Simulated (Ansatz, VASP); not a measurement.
Zn in VASP and in Ansatz

```
Zn
1.0
     2.69987    0.00000    0.00000
    -1.34993    2.33815    0.00000
     0.00000    0.00000    5.01180
Zn
2
Direct
  0.33333 0.66667 0.25000
  0.66667 0.33333 0.75000
```

Change from the starting cell: volume scaled by 1.04, crystal datasets.

Alike in both runs: task electric field gradients; functional PBEsol; k mesh 16 × 16 × 8; occupations fermi-dirac, width 0.03 eV; no spin polarisation.

|  | VASP | Ansatz |
| --- | --- | --- |
| version | VASP 6.6.1 | Ansatz 0.2.0 |
| potentials or method | VASP PAW PBE potentials, release 64 (Zn), cutoff 520 eV | all-electron PAW with datasets made for the crystal, scalar-relativistic |

VASP gave:

* pressure (GPa): -7.4
* traceless stress, the component that is largest in VASP (GPa): 0.87
* size of Vzz on the site where it differs most (V/Å²): 35.2

**Question.** Estimate Ansatz's values.

**Answer.** Pressure (GPa): -7.7; traceless stress, the component that is largest in VASP (GPa): 0.98; size of Vzz on the site where it differs most (V/Å²): 35.2.

VASP's potentials were made for PBE, not for PBEsol. Ansatz ran all-electron here, and VASP with PAW potentials.
